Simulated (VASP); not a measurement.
Wanted: the native input for a VASP 6.6.1 run.

```yaml
Task: single point
Functional: PBE
Dispersion: D3(BJ)
Potentials_or_basis: VASP PAW PBE potentials, release 64 (Ni)
Cutoff: 520 eV
k_mesh: 13 × 13 × 13
Occupations: fermi-dirac, width 0.05 eV
Spin: collinear spin, ferromagnetic start
Starting_moments: "[1.0] μB"
Dipole_correction: no
Further_INCAR_settings: ALGO = Normal; EDIFF = 1e-07; NBANDS = 15
```

The structure of Ni lies in POSCAR:

```
Ni
1.0
    0.0000000000      1.7389257205      1.7389257205
    1.7389257205      0.0000000000      1.7389257205
    1.7389257205      1.7389257205      0.0000000000
Ni
1
Direct
    0.0000000000      0.0000000000      0.0000000000
```

One way to write it, as run:

INCAR

```
SYSTEM = Ni
PREC = Accurate ; ENCUT = 520
EDIFF = 1E-7 ; ISMEAR = -1
SIGMA = 0.05 ; LREAL = .FALSE.
LASPH = .TRUE. ; NELM = 150
ALGO = Normal ; ISIF = 2
LWAVE = .FALSE. ; LCHARG = .FALSE.
ISPIN = 2 ; MAGMOM = 1
LORBIT = 11 ; LMAXMIX = 4
GGA = PE ; IVDW = 12
NBANDS = 15
```

KPOINTS

```
regular mesh
0
G
  13 13 13
  0 0 0
```

Potentials or basis: VASP PAW PBE potentials, release 64 (Ni).

The run is started by

```sh
$ cat potpaw_PBE.64/Ni/POTCAR > POTCAR
$ mpirun -np 1 vasp_std > vasp.out
```

Results of the run:

```json
{"Pressure": "-0.1 GPa", "Net moment": "0.62 μB per cell", "Site moments": "Ni +0.63 μB", "Valence electrons inside the program's atomic spheres": "Ni 9.37", "Dispersion energy per atom": "-0.479 eV"}
```

Caveat: pairwise dispersion overbinds metals, which lowers pressure and volume.

It took 23 s on 1 thread of Intel Xeon 8259CL, with other jobs on the host, peak memory 0.15 GiB.
